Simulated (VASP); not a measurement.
# Rh in VASP: notebook, part 2 of 2

VASP 6.6.1. The steps go on from the part before.

## Step 4: Single point, r2SCAN (strain -0.030 along x and y, +0.015 along z)

POSCAR reads:

```
Rh
1.0
    0.0000000000      1.8445035000      1.9300732500
    1.8445035000      0.0000000000      1.9300732500
    1.8445035000      1.8445035000      0.0000000000
Rh
1
Direct
    0.0000000000      0.0000000000      0.0000000000
```

INCAR.step1 reads:

```
ALGO = Normal
EDIFF = 1E-5
ENCUT = 680
GGA = PE
GGA_COMPAT = F
ISMEAR = 0
LASPH = T
LCHARG = F
LREAL = F
LWAVE = T
NBANDS = 14
NELM = 120
PREC = Accurate
SIGMA = 0.15
```

INCAR.step2 reads:

```
ALGO = Normal
EDIFF = 1E-6
ENCUT = 680
GGA_COMPAT = F
ISIF = 2
ISMEAR = 0
ISTART = 1
LASPH = T
LCHARG = T
LELF = T
LMIXTAU = T
LREAL = F
LVHAR = T
LWAVE = F
METAGGA = R2SCAN
NBANDS = 14
NELM = 120
PREC = Accurate
SIGMA = 0.15
```

KPOINTS reads:

```
k-points
0
Gamma
  8 8 8
```

Potentials or basis: VASP PAW PBE potentials, release 64 (Rh_sv_GW).

On the command line:

```sh
> cat potpaw_PBE.64/Rh_sv_GW/POTCAR > POTCAR
> cp INCAR.step1 INCAR
> mpirun -np 1 vasp_std > vasp.out
> cp INCAR.step2 INCAR
> mpirun -np 1 vasp_std > vasp.out
```

OUTCAR:

```text
EDIFF = 1E-6
   ENCUT = 680
   ISIF = 2
   ISMEAR = 0
   ISTART = 1
   LASPH = T
   LREAL = F
   METAGGA = R2SCAN
   NELM = 120
   PREC = Accurate

 ion  position               nearest neighbor table
   1  0.000  0.000  0.000-

  LATTYP: Found a body centered tetragonal cell.
 ALAT       =     2.6085218655
 C/A-ratio  =     1.4798214081

  Lattice vectors:

 A1 = (  -1.8445035000,   0.0000000000,   1.9300732500)
 A2 = (   1.8445035000,   0.0000000000,   1.9300732500)
 A3 = (   0.0000000000,   1.8445035000,  -1.9300732500)

Analysis of symmetry for initial positions (statically):
=====================================================================
 Subroutine PRICEL returns:
 Original cell was already a primitive cell.

 Routine SETGRP: Setting up the symmetry group for a
 body centered tetragonal supercell.

 Subroutine GETGRP returns: Found 16 space group operations
 (whereof 16 operations were pure point group operations)
 out of a pool of 16 trial point group operations.

The static configuration has the point symmetry D_4h.

Analysis of symmetry for dynamics (positions and initial velocities):
=====================================================================
 Subroutine PRICEL returns:
 Original cell was already a primitive cell.

 Routine SETGRP: Setting up the symmetry group for a
 body centered tetragonal supercell.

 Subroutine GETGRP returns: Found 16 space group operations
 (whereof 16 operations were pure point group operations)
 out of a pool of 16 trial point group operations.

The dynamic configuration has the point symmetry D_4h.

 Subroutine INISYM returns: Found 16 space group operations
 (whereof 16 operations are pure point group operations),
 and found     1 'primitive' translations

----------------------------------------------------------------------------------------

                                     Primitive cell

  volume of cell :      13.1330

  direct lattice vectors                    reciprocal lattice vectors
     0.000000000  1.844503500  1.930073250    -0.271075658  0.271075658  0.259057525
     1.844503500  0.000000000  1.930073250     0.271075658 -0.271075658  0.259057525
     1.844503500  1.844503500  0.000000000     0.271075658  0.271075658 -0.259057525

  length of vectors
     2.669714575  2.669714575  2.608521866     0.462682209  0.462682209  0.462682209

  position of ions in fractional coordinates (direct lattice)
     0.000000000  0.000000000  0.000000000

  ion indices of the primitive-cell ions
   primitive index   ion index
                 1           1

----------------------------------------------------------------------------------------

 KPOINTS: k-points

Automatic generation of k-mesh.
 Grid dimensions read from file:
 generate k-points for:    8    8    8

 Generating k-lattice:

  Cartesian coordinates                     Fractional coordinates (reciprocal lattice)
    -0.033884457  0.033884457  0.032382191     0.125000000  0.000000000  0.000000000
     0.033884457 -0.033884457  0.032382191     0.000000000  0.125000000  0.000000000
     0.033884457  0.033884457 -0.032382191     0.000000000  0.000000000  0.125000000

  Length of vectors
     0.057835276  0.057835276  0.057835276

  Shift w.r.t. Gamma in fractional coordinates (k-lattice)
     0.000000000  0.000000000  0.000000000

 Subroutine IBZKPT returns following result:
 ===========================================

 Found     59 irreducible k-points:

 Following reciprocal coordinates:
            Coordinates               Weight
  0.000000  0.000000  0.000000      1.000000
  0.125000  0.000000  0.000000      8.000000
  0.250000  0.000000  0.000000      8.000000
  0.375000 -0.000000  0.000000      8.000000
  0.500000  0.000000  0.000000      4.000000
  0.125000  0.125000  0.000000      2.000000
[... 16 lines left out ...]
  0.250000 -0.000000  0.125000     16.000000
  0.375000  0.000000  0.125000     16.000000
 [... further k-points ...]
   k-points           NKPTS =     59   k-points in BZ     NKDIM =     59   number of bands    NBANDS=     14
   number of dos      NEDOS =    301   number of ions     NIONS =      1
   total plane-waves  NPLWV =  13824
   dimension x,y,z NGX =    24 NGY =   24 NGZ =   24
   dimension x,y,z NGXF=    48 NGYF=   48 NGZF=   48
   ions per type =               1
   NGX,Y,Z   is equivalent  to a cutoff of  14.95, 14.95, 15.30 a.u.
   NGXF,Y,Z  is equivalent  to a cutoff of  29.89, 29.89, 30.59 a.u.
 SYSTEM =  unknown system
   PREC   = accura    normal or accurate (medium, high low for compatibility)
   ISTART =      1    job   : 0-new  1-cont  2-samecut
   ICHARG =      0    charge: 1-file 2-atom 10-const
   ISPIN  =      1    spin polarized calculation?
   LNONCOLLINEAR =      F non collinear calculations
   LSORBIT =      F    spin-orbit coupling
   LASPH  =      T    aspherical Exc in radial PAW
   ENCUT  =  680.0 eV  49.98 Ry    7.07 a.u.   5.68  5.68  5.55*2*pi/ulx,y,z
   NELM   =    120;   NELMIN=  2; NELMDL=  0     # of ELM steps
   EDIFF  = 0.1E-05   stopping-criterion for ELM
   LREAL  =      F    real-space projection
[... 7 lines left out ...]
   TEBEG  =    0.0;   TEEND  =   0.0 temperature during run
   PSTRESS=    0.0 pullay stress
   NELECT =      17.0000    total number of electrons
   NUPDOWN=      -1.0000    fix difference up-down
   EMIN   =  10.00;   EMAX   =-10.00  energy-range for DOS
   EFERMI =   0.00;   METHOD = LEGACY
   ISMEAR =     0;   SIGMA  =   0.15  broadening in eV -4-tet -1-fermi 0-gaus
   EFERMI_NEDOS =   21; number of points for ismear=-14 and -15
   IALGO  =     38    algorithm
   IMIX   =      4    mixing-type and parameters
     AMIX     =   0.40;   BMIX     =  1.00
     AMIX_MAG =   1.60;   BMIX_MAG =  1.00
  volume/ion in A,a.u.               =      13.13        88.63
  Fermi-wavevector in a.u.,A,eV,Ry     =   1.784173  3.371597 43.311047  3.183272
  Thomas-Fermi vector in A             =   2.848212
   LORBIT       =      0    0 simple, 1 ext, 2 COOP (PROOUT), +10 PAW based schemes
   METAGGA = R2SCAN    functional components
   LHFCALC =     F    Hartree Fock is set to
   AEXX    =    0.0000 exact exchange contribution
   IVDW    =     0    specifies the selected vdW correction
   LEPSILON=     F    determine dielectric tensor
   LRPA    =     F    only Hartree local field effects (RPA)
 non-spin polarized calculation
 Gauss-broadening in eV      SIGMA  =   0.15
  energy-cutoff  :      680.00
  volume of cell :       13.13
 maximum number of plane-waves:       540
   NGX = 11   NGY = 11   NGZ = 11

 number of electron      17.0000001 magnetization

 Free energy of the ion-electron system (eV)
  ---------------------------------------------------
  ext. energy  EPLUGINS =         0.00000000
  ---------------------------------------------------
  free energy    TOTEN  =       -23.22437849 eV

  energy without entropy =      -23.20535371  energy(sigma->0) =      -23.21486610

 E-fermi :  11.5357     XC(G=0): -15.6069

 val. band max:       11.5343364622   @ k =   0.3750  -0.0000   0.0000
 cond. band min:      11.5411282338   @ k =  -0.3750   0.2500   0.0000
 fundamental gap:      0.0067917715
 Fermi energy:        11.5357164992

 k-point     1 :       0.0000    0.0000    0.0000
  band No.  band energies     occupation
      1     -69.7863      2.00000
      2     -36.3655      2.00000
      3     -36.3408      2.00000
      4     -36.3408      2.00000
      5       3.0081      2.00000
      6       7.7600      2.00000
      7       8.3177      2.00000
      8       8.3177      2.00000
      9      10.0300      2.00000
     10      10.6940      2.00000
     11      27.9297      0.00000
     12      32.8311      0.00000
     13      34.3080      0.00000
     14      34.3080      0.00000

 k-point     2 :       0.1250    0.0000    0.0000
  band No.  band energies     occupation
      1     -69.7645      2.00000
      2     -36.4875      2.00000
      3     -36.3800      2.00000
      4     -36.3549      2.00000
      5       3.6608      2.00000
      6       7.7654      2.00000
      7       8.2716      2.00000
      8       8.5591      2.00000
      9       9.9761      2.00000
     10      10.5324      2.00000
[... 362 lines left out ...]
 k-point    24 :       0.3750    0.0000    0.1250
  band No.  band energies     occupation
      1     -69.6587      2.00000
      2     -37.0398      2.00000
      3     -36.5188      2.00000
      4     -36.4800      2.00000
      5       5.4484      2.00000
      6       7.9206      2.00000
      7       8.2679      2.00000
      8       8.7176      2.00000
      9      11.8074      0.01042
     10      12.1769      0.00000
     11      25.1706      0.00000
     12      29.5262      0.00000
     13      33.2461      0.00000
     14      35.0838      0.00000

 [... further k-points ...]
[... 5 lines left out ...]
  --------------------------------------------------------------------------------------
  -------------------------------------------------------------------------------------
  Total        1.5863907      1.5863907      0.5708552      0.0000000      0.0000000      0.0000000
  in kB      193.5343206    193.5343206     69.6424136      0.0000000      0.0000000      0.0000000
  external PRESSURE =     152.2370183 kB  Pullay stress =       0.0000000 kB

 VOLUME and BASIS-vectors are now :
 -----------------------------------------------------------------------------
  energy-cutoff  :      680.00
  volume of cell :       13.13
      direct lattice vectors                 reciprocal lattice vectors
     0.000000000  1.844503500  1.930073250    -0.271075658  0.271075658  0.259057525
     1.844503500  0.000000000  1.930073250     0.271075658 -0.271075658  0.259057525
     1.844503500  1.844503500  0.000000000     0.271075658  0.271075658 -0.259057525

 POSITION                                       TOTAL-FORCE (eV/Angst)
 -----------------------------------------------------------------------------------
      0.00000      0.00000      0.00000        -0.000000      0.000000     -0.000000
 -----------------------------------------------------------------------------------
    total drift:                                0.000000      0.000000      0.000000

  FREE ENERGIE OF THE ION-ELECTRON SYSTEM (eV)
  ---------------------------------------------------
  free  energy   TOTEN  =       -23.2243784924 eV

  energy  without entropy=      -23.2053537059  energy(sigma->0) =      -23.21486610
```

OUTCAR.step1:

```text
EDIFF = 1E-5
   ENCUT = 680
   GGA = PE
   ISMEAR = 0
   LASPH = T
[... 624 lines left out ...]

 POSITION                                       TOTAL-FORCE (eV/Angst)
 -----------------------------------------------------------------------------------
      0.00000      0.00000      0.00000        -0.000000     -0.000000     -0.000000
 -----------------------------------------------------------------------------------
    total drift:                                0.000000     -0.000000     -0.000000

  FREE ENERGIE OF THE ION-ELECTRON SYSTEM (eV)
  ---------------------------------------------------
  free  energy   TOTEN  =        -6.3152472635 eV

  energy  without entropy=       -6.2944910300  energy(sigma->0) =       -6.30486915
```

It took 68 s on 1 thread of Intel Xeon Platinum 8259CL at 2.50GHz (Skylake/Cascade Lake), shared host; peak memory 0.16 GiB.

What came out:

```
Free energy            : -23.2244 eV
Pressure               : 15.2 GPa
Band gap on the k mesh : zero (an odd number of electrons rules out a gap without spin polarisation)
```

Levels at points of the mesh, in eV from the Fermi level:
| k point | band 4 | band 5 | band 6 | band 7 | band 8 | band 9 | band 10 | band 11 | band 12 | band 13 |
| --- | --- | --- | --- | --- | --- | --- | --- | --- | --- | --- |
| (0.00, 0.00, 0.00) | -47.88 | -8.53 | -3.78 | -3.22 | -3.22 | -1.51 | -0.84 | 16.39 | 21.30 | 22.77 |
| (0.50, 0.00, 0.00) | -47.97 | -6.75 | -3.81 | -3.27 | 0.49 | 0.75 | 0.84 | 9.60 | 15.95 | 22.06 |
| (0.50, 0.50, 0.00) | -48.16 | -7.00 | -6.60 | 0.58 | 1.09 | 1.09 | 2.85 | 12.60 | 14.78 | 14.78 |
| (0.50, 0.00, 0.50) | -48.21 | -7.04 | -6.62 | 0.51 | 0.88 | 1.38 | 3.88 | 13.65 | 13.92 | 14.23 |

Caveat: the k points lie up to 0.36 Å⁻¹ apart, too coarse for converged energies and pressures of a metal; the cell differs from its parent crystal (strain -0.030 along x and y, +0.015 along z); the PAW data sets were made with another functional, which shifts forces and pressure a little.

## Step 5: Single point, r2SCAN (strain -0.015 along x and y, -0.030 along z)

POSCAR reads:

```
Rh
1.0
    0.0000000000      1.8730267500      1.8445035000
    1.8730267500      0.0000000000      1.8445035000
    1.8730267500      1.8730267500      0.0000000000
Rh
1
Direct
    0.0000000000      0.0000000000      0.0000000000
```

INCAR.step1 reads:

```
SYSTEM = Rh
ALGO     = Normal         ! electronic algorithm
EDIFF    = 1E-5           ! SCF threshold, eV
ENCUT    = 680            ! plane-wave cutoff, eV
GGA      = PE             ! functional
GGA_COMPAT= .False.      
ISMEAR   = 0              ! smearing method
LASPH    = .True.         ! aspherical terms in the spheres
LCHARG   = .False.        ! write CHGCAR
LREAL    = .False.        ! projectors in reciprocal space
LWAVE    = .True.         ! write WAVECAR
NBANDS   = 14             ! bands
NELM     = 120            ! most SCF steps
PREC     = Accurate       ! precision mode
SIGMA    = 0.15           ! smearing width, eV
```

INCAR.step2 reads:

```
SYSTEM = Rh
ALGO     = Normal         ! electronic algorithm
EDIFF    = 1E-6           ! SCF threshold, eV
ENCUT    = 680            ! plane-wave cutoff, eV
GGA_COMPAT= .False.      
ISIF     = 2              ! what is computed and relaxed
ISMEAR   = 0              ! smearing method
ISTART   = 1            
LASPH    = .True.         ! aspherical terms in the spheres
LCHARG   = .False.        ! write CHGCAR
LMIXTAU  = .True.       
LREAL    = .False.        ! projectors in reciprocal space
LWAVE    = .False.        ! write WAVECAR
METAGGA  = R2SCAN         ! meta-GGA
NBANDS   = 14             ! bands
NELM     = 120            ! most SCF steps
PREC     = Accurate       ! precision mode
SIGMA    = 0.15           ! smearing width, eV
```

KPOINTS reads:

```
k-points
0
Gamma
  8 8 8
  0 0 0
```

On the command line:

```sh
> cat potpaw_PBE.64/Rh_sv_GW/POTCAR > POTCAR
> cp INCAR.step1 INCAR
> mpirun -np 1 vasp_std > vasp.out
> cp INCAR.step2 INCAR
> mpirun -np 1 vasp_std > vasp.out
```

Run time: 39 s. Hardware: 1 thread of Intel Xeon Platinum 8175M at 2.50GHz (Skylake/Cascade Lake), shared host; peak memory 0.16 GiB.

The run converged. Its results:

| Property | Result |
| --- | --- |
| Free energy | -23.2172 eV |
| Pressure | 20.2 GPa |
| Band gap on the k mesh | zero (an odd number of electrons rules out a gap without spin polarisation) |

Stress tensor (GPa, compression positive):
```
18.80  0.00  0.00
 0.00 18.80  0.00
 0.00  0.00 23.09
```

Levels at points of the mesh, in eV from the Fermi level:
```
           k point  band 4  band 5  band 6  band 7  band 8  band 9  band 10  band 11  band 12  band 13
(0.00, 0.00, 0.00)  -47.92   -8.65   -3.56   -3.56   -3.38   -1.30    -1.08    16.33    22.14    22.14
(0.50, 0.00, 0.00)  -48.04   -6.89   -3.73   -3.54    0.59    0.68     0.81     9.75    15.96    22.36
(0.50, 0.50, 0.00)  -48.29   -7.19   -6.79    0.55    1.15    1.15     3.79    13.98    14.09    14.09
(0.50, 0.00, 0.50)  -48.25   -7.18   -6.77    0.56    1.06    1.22     3.43    13.52    14.28    14.49
```

Caveat: the k points lie up to 0.37 Å⁻¹ apart, too coarse for converged energies and pressures of a metal; the cell differs from its parent crystal (strain -0.015 along x and y, -0.030 along z); the PAW data sets were made with another functional, which shifts forces and pressure a little.

## Step 6: Single point, r2SCAN (strain -0.030 along x and y, +0.000 along z)

POSCAR reads:

```
Rh
1.0
    0.0000000000      1.8445035000      1.9015500000
    1.8445035000      0.0000000000      1.9015500000
    1.8445035000      1.8445035000      0.0000000000
Rh
1
Direct
    0.0000000000      0.0000000000      0.0000000000
```

INCAR.step1 reads:

```
PREC = Accurate ; ENCUT = 680
ISMEAR = 0 ; SIGMA = 0.15
LREAL = False ; LASPH = True
NELM = 120 ; NBANDS = 14
GGA = PE ; ALGO = Normal
EDIFF = 1E-5 ; LWAVE = True
LCHARG = False ; GGA_COMPAT = False
```

INCAR.step2 reads:

```
PREC = Accurate ; ENCUT = 680
EDIFF = 1E-6 ; ISMEAR = 0
SIGMA = 0.15 ; LREAL = False
LASPH = True ; NELM = 120
ALGO = Normal ; ISIF = 2
LWAVE = False ; LCHARG = False
METAGGA = R2SCAN ; LMIXTAU = True
NBANDS = 14 ; ISTART = 1
GGA_COMPAT = False
```

KPOINTS reads:

```
Automatic mesh
0
Gamma
  8 8 8
```

Potentials or basis: VASP PAW PBE potentials, release 64 (Rh_sv_GW).

On the command line:

```sh
> cat potpaw_PBE.64/Rh_sv_GW/POTCAR > POTCAR
> cp INCAR.step1 INCAR
> mpirun -np 1 vasp_std > vasp.out
> cp INCAR.step2 INCAR
> mpirun -np 1 vasp_std > vasp.out
```

Run time: 26 s. Hardware: 1 thread of Intel Xeon 6975P-C (Granite Rapids), shared host; peak memory 0.16 GiB.

The run converged. Its results:

```
Free energy            : -23.2115 eV
Pressure               : 20.3 GPa
Band gap on the k mesh : zero (an odd number of electrons rules out a gap without spin polarisation)
```

Stress tensor (GPa, compression positive):
```
23.20  0.00  0.00
 0.00 23.20  0.00
 0.00  0.00 14.47
```

Levels at points of the mesh, in eV from the Fermi level:
```csv
k point,band 4,band 5,band 6,band 7,band 8,band 9,band 10,band 11,band 12,band 13
"(0.00, 0.00, 0.00)",-47.91,-8.65,-3.74,-3.37,-3.37,-1.42,-0.97,16.34,21.64,22.67
"(0.50, 0.00, 0.00)",-48.02,-6.89,-3.81,-3.44,0.55,0.73,0.82,9.76,15.95,22.27
"(0.50, 0.50, 0.00)",-48.23,-7.16,-6.76,0.58,1.12,1.12,3.08,13.08,14.68,14.68
"(0.50, 0.00, 0.50)",-48.26,-7.19,-6.78,0.54,0.99,1.32,3.79,13.90,13.98,14.32
```

Caveat: the k points lie up to 0.37 Å⁻¹ apart, too coarse for converged energies and pressures of a metal; the cell differs from its parent crystal (strain -0.030 along x and y, +0.000 along z); the PAW data sets were made with another functional, which shifts forces and pressure a little.

## Step 7: Overview

```csv
cell,gap on the mesh (eV),pressure (GPa)
"a = 2.649 Å, angles 60.0°, 1 atom",none,14.5
"a = 2.670, b = 2.670, c = 2.730 Å, angles 59.3, 59.3, 61.5°, 1 atom",none,0.7
"a = 2.670, b = 2.670, c = 2.609 Å, angles 60.8, 60.8, 58.5°, 1 atom",none,15.2
"a = 2.629, b = 2.629, c = 2.649 Å, angles 59.7, 59.7, 60.5°, 1 atom",none,20.2
"a = 2.649, b = 2.649, c = 2.609 Å, angles 60.5, 60.5, 59.0°, 1 atom",none,20.3
```

Alike in all rows: task single point; level r2SCAN; potentials or basis VASP PAW PBE potentials, release 64 (Rh_sv_GW); no spin polarisation; k mesh 8 × 8 × 8; cutoff (eV) 680; smearing gaussian 0.15 eV.

Caveats: some runs use coarse meshes; the PAW data sets were made with another functional, which shifts forces and pressure a little; the stress differs along the axes, from -3 to 8 GPa (at least some runs).

Total energies depend on the potentials used, so only differences within one code and one set of settings carry meaning.

The gap in the log of VASP goes by the Fermi energy; the results here count the filled bands.